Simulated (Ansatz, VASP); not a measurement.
# Two plane-wave programs on Mg2NCl

Contents of POSCAR:

```
Mg2NCl
1.0
    1.6129987583      0.9312652673      5.8167446208
   -1.6129987583      0.9312652673      5.8167446208
    0.0000000000     -1.8625305346      5.8167446208
Mg N Cl
2 1 1
Direct
    0.2229104119      0.2229104119      0.2229104119
    0.7770895881      0.7770895881      0.7770895881
    0.5000000000      0.5000000000      0.5000000000
    0.0000000000      0.0000000000      0.0000000000
```

Contents of INCAR.step1:

```
SYSTEM = Mg2NCl
PREC = Accurate
ENCUT = 520
ISMEAR = 0
SIGMA = 0.01
LREAL = .False.
LASPH = .True.
NELM = 60
NBANDS = 16
GGA = PE
ALGO = Normal
EDIFF = 1E-4
LWAVE = .True.
LCHARG = .False.
```

INCAR.step2

```
SYSTEM = Mg2NCl
PREC = Accurate
ENCUT = 520
EDIFF = 1E-6
ISMEAR = 0
SIGMA = 0.01
LREAL = .False.
LASPH = .True.
NELM = 60
ALGO = Normal
ISIF = 2
LWAVE = .False.
LCHARG = .False.
METAGGA = R2SCAN
LMIXTAU = .True.
NBANDS = 16
ISTART = 1
```

File KPOINTS:

```
Automatic mesh
0
Gamma
  8 8 8
  0 0 0
```

Input for Ansatz:

```yaml
crystal:
  lattice:
    - [1.6129987583, 0.9312652673, 5.8167446208]
    - [-1.6129987583, 0.9312652673, 5.8167446208]
    - [0.0, -1.8625305346, 5.8167446208]
  atoms:
    - { symbol: Mg, position: [0.2229104119, 0.2229104119, 0.2229104119] }
    - { symbol: Mg, position: [0.7770895881, 0.7770895881, 0.7770895881] }
    - { symbol: "N", position: [0.5, 0.5, 0.5] }
    - { symbol: Cl, position: [0.0, 0.0, 0.0] }
kpoints:
  mp_grid: { grid: [8, 8, 8] }
hamiltonian:
  xc: r2scan
scf:
  occupations: { method: fixed }
  n_extra_bands: 5
output:
  forces: true
  stress: true
  eigenvalues: true
```

Alike in both runs: task single point; functional r2SCAN; k mesh 8 × 8 × 8; no spin polarisation.

|  | VASP | Ansatz |
| --- | --- | --- |
| version | VASP 6.6.1 | Ansatz 0.2.0 |
| potentials or method | VASP PAW PBE potentials, release 64 (Mg, N, Cl) | plane waves, PAW |
| plane-wave cutoff (eV) | 520 | 500 |
| occupations | gaussian, width 0.01 eV | fixed |
| valence electrons in the cell | 16 | 32 |

Ansatz gave:

* gap on the k mesh at the Fermi level (eV): 3.59
* pressure (GPa): 6.8
* traceless stress, the component that is largest in VASP (GPa): -0.84
* rms of the force components (eV/Å): 0.125

**Question.** What did VASP give for the same quantities?

**Answer.** gap on the k mesh at the Fermi level (eV): 3.55; pressure (GPa): 6.2; traceless stress, the component that is largest in VASP (GPa): -0.97; rms of the force components (eV/Å): 0.098.

VASP's potentials were made for PBE, not for r2SCAN. Atom by atom the forces differ by 0.027 eV/Å (rms over components). VASP's potentials hold 16 valence electrons a cell and Ansatz's 32, so a difference there can come from the potentials and not from the codes.
